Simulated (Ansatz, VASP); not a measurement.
# Two plane-wave programs on Be

```xyz
6
Lattice="4.9723 -1.0987 0.0006 4.9723 1.0987 0.0006 -2.3876 0.0000 4.7439" Properties=species:S:1:pos:R:3 pbc="T T T"
Be    9.0034    0.0000    1.3214
Be    5.8680    0.0000    0.5732
Be    5.3706    0.0000    2.7501
Be   -1.4465    0.0000    3.4236
Be    1.6889    0.0000    4.1718
Be    2.1863    0.0000    1.9948
```

Change from the starting cell: the structure that the rattled S type (R-3, No. 148) fell into.

Alike in both runs: functional PBE; k mesh 18 × 18 × 8; occupations gaussian, width 0.1 eV; no spin polarisation.

Ansatz relaxed the structure, and its values are those at the end. VASP's run is a single point on that final structure, the one shown.

|  | VASP | Ansatz |
| --- | --- | --- |
| version | VASP 6.6.1 | Ansatz 0.2.0 |
| potentials or method | VASP PAW PBE potentials, release 64 (Be), cutoff 520 eV | scalar-relativistic, plane waves, PAW |
| valence electrons in the cell | 12 | 12 |

Ansatz gave:

```
gap on the k mesh at the Fermi level (eV) : none
pressure (GPa)                            : 0.0
```

Problem. What did VASP give for the same quantities?

Solution. gap on the k mesh at the Fermi level (eV): none; pressure (GPa): 0.1.

A gap of «none» marks a metal or a gap that the smearing closes.
